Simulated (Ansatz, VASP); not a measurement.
# Al3B2W in VASP and in Ansatz

```
Al B W
1.0
    -3.12454    0.00001    0.00003
     0.00097   -6.49606    0.00449
     0.00061    1.61916    6.96703
Al B W
6 4 2
Direct
  0.00000 0.09940 0.39736
  0.00001 0.59939 0.39733
  0.50000 0.40010 0.59995
  0.49999 0.90007 0.59995
  0.49998 0.29333 0.17380
  0.49998 0.79334 0.17380
  0.00001 0.01711 0.06927
  0.00000 0.51709 0.06927
  0.50000 0.48398 0.93574
  0.50000 0.98399 0.93575
  0.00000 0.20609 0.82387
  0.00001 0.70611 0.82389
```

Change from the starting cell: cell x2, atoms moved at random (sigma 0.1 Å) and cell strained at random (1.5 %), then relaxed without symmetry.

Alike in both runs: functional PBE; k mesh 8 × 4 × 4; occupations gaussian, width 0.2 eV; no spin polarisation.

Ansatz relaxed the structure, and its values are those at the end. VASP's run is a single point on that final structure, the one shown.

|  | VASP | Ansatz |
| --- | --- | --- |
| version | VASP 6.6.1 | Ansatz 0.2.0 |
| potentials or method | VASP PAW PBE potentials, release 64 (Al, B, W_sv), cutoff 520 eV | scalar-relativistic, plane waves, PAW |
| valence electrons in the cell | 58 | 58 |

|  | VASP | Ansatz | Ansatz less VASP |
| --- | --- | --- | --- |
| gap on the k mesh at the Fermi level (eV) | none | none | - |
| pressure (GPa) | 0.0 | -0.1 | -0.08 |
| rms of the force components (eV/Å) | 0.007 | 0.002 | -0.0051 |

A gap of «none» marks a metal or a gap that the smearing closes.

Neither program's run includes spin-orbit coupling.
